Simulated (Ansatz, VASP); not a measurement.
# Pt in VASP and in Ansatz

INCAR

```
PREC = Accurate
ENCUT = 520
EDIFF = 1E-6
ISMEAR = 1
SIGMA = 0.1
LREAL = F
LASPH = T
NELM = 80
ALGO = Normal
ISIF = 2
LWAVE = F
LCHARG = T
LDIPOL = T
IDIPOL = 3
DIPOL = 0.5 0.5 0.500
GGA = PS
LELF = T
LVHAR = T
LVACPOTAV = T
NBANDS = 55
```

Contents of KPOINTS:

```
Automatic mesh
0
Gamma
  19 19 1
```

Contents of POSCAR:

```
Pt
1.0
    2.7702307980      0.0000000000      0.0000000000
    0.0000000000      2.7702307980      0.0000000000
    0.0000000000      0.0000000000     31.6707918590
Pt
9
Direct
    0.0000000000      0.0000000000      0.2525986731
    0.5000000000      0.5000000000      0.3144490048
    0.0000000000      0.0000000000      0.3762993366
    0.5000000000      0.5000000000      0.4381496683
    0.0000000000      0.0000000000      0.5000000000
    0.5000000000      0.5000000000      0.5618503317
    0.0000000000      0.0000000000      0.6237006634
    0.5000000000      0.5000000000      0.6855509952
    0.0000000000      0.0000000000      0.7474013269
```

Input for Ansatz:

```yaml
crystal:
  lattice:
    - [2.770230798, 0.0, 0.0]
    - [0.0, 2.770230798, 0.0]
    - [0.0, 0.0, 31.670791859]
  atoms:
    - { symbol: Pt, position: [0.0, 0.0, 0.2525986731] }
    - { symbol: Pt, position: [0.5, 0.5, 0.3144490048] }
    - { symbol: Pt, position: [0.0, 0.0, 0.3762993366] }
    - { symbol: Pt, position: [0.5, 0.5, 0.4381496683] }
    - { symbol: Pt, position: [0.0, 0.0, 0.5] }
    - { symbol: Pt, position: [0.5, 0.5, 0.5618503317] }
    - { symbol: Pt, position: [0.0, 0.0, 0.6237006634] }
    - { symbol: Pt, position: [0.5, 0.5, 0.6855509952] }
    - { symbol: Pt, position: [0.0, 0.0, 0.7474013269] }
kpoints:
  mp_grid: { grid: [19, 19, 1] }
scf:
  occupations: { method: cold, width: 0.1 }
hamiltonian:
  xc: pbesol
  pseudopotentials: { kind: paw }
output:
  forces: true
  stress: false
  populations: false
efield:
  axis: 3
  dipole_correction: true
```

Alike in both runs: task single point; functional PBEsol; k mesh 19 × 19 × 1; no spin polarisation.

```csv
,VASP,Ansatz
version,VASP 6.6.1,Ansatz 0.2.0
potentials or method,"VASP PAW PBE potentials, release 64 (Pt)","plane-wave PAW, scalar-relativistic"
plane-wave cutoff (eV),520,420
occupations,"methfessel-paxton of order 1, width 0.1 eV","cold, width 0.1 eV"
valence electrons in the cell,90,162
```

```csv
,VASP,Ansatz,Ansatz less VASP
rms of the force components (eV/Å),0.147,0.147,0.0000
"work function, face that differs most (eV)",5.81,5.81,-0.006
```

VASP's potentials were made for PBE, not for PBEsol. Atom by atom the forces differ by 0.003 eV/Å (rms over components). VASP's potentials hold 90 valence electrons a cell and Ansatz's 162, so a difference there can come from the potentials and not from the codes.

Neither program's run includes spin-orbit coupling.
